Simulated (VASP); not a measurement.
WC, 2 atoms in the cell. It takes space group P-6m2 (No. 187, hexagonal). Conventional cell: a = 2.923 Å, b = 2.923 Å, c = 2.846 Å, α = 90.00°, β = 90.00°, γ = 120.00°. W (site symmetry -6m2) has 6 C at 2.21 Å and 8 W at 2.85 to 2.92 Å within 3.0 Å. Within 3.0 Å of C (site symmetry -6m2) lie 6 W at 2.21 Å and 8 C at 2.85 to 2.92 Å. 

| Quantity | Value |
| --- | --- |
| Program | VASP 6.6.1 |
| Task | single point |
| Functional | PBE |
| Potentials or basis | VASP PAW PBE potentials, release 64 (W_sv, C_h) |
| Cutoff | 1300 eV |
| k mesh | 9 × 9 × 8 |
| Occupations | gaussian, width 0.1 eV |
| Spin | no spin polarisation |
| Dipole correction | no |
| Further INCAR settings | ALGO = Normal; EDIFF = 1e-06; NBANDS = 16 |

Potentials or basis: VASP PAW PBE potentials, release 64 (W_sv, C_h).

Launch:

```bash
$ cat potpaw_PBE.64/W_sv/POTCAR potpaw_PBE.64/C_h/POTCAR > POTCAR
$ mpirun -np 1 vasp_std > vasp.out
```

Hardware: 1 thread of Intel(R) Xeon(R) Platinum 8375C CPU @ 2.90GHz (Ice Lake) (shared host).

Q: Estimate the wall time of this run.

A: Wall time 36 s on 1 thread of Intel(R) Xeon(R) Platinum 8375C CPU @ 2.90GHz (Ice Lake), on a shared host, peak memory 0.27 GiB. Counts: scf iterations 13, k points 60.
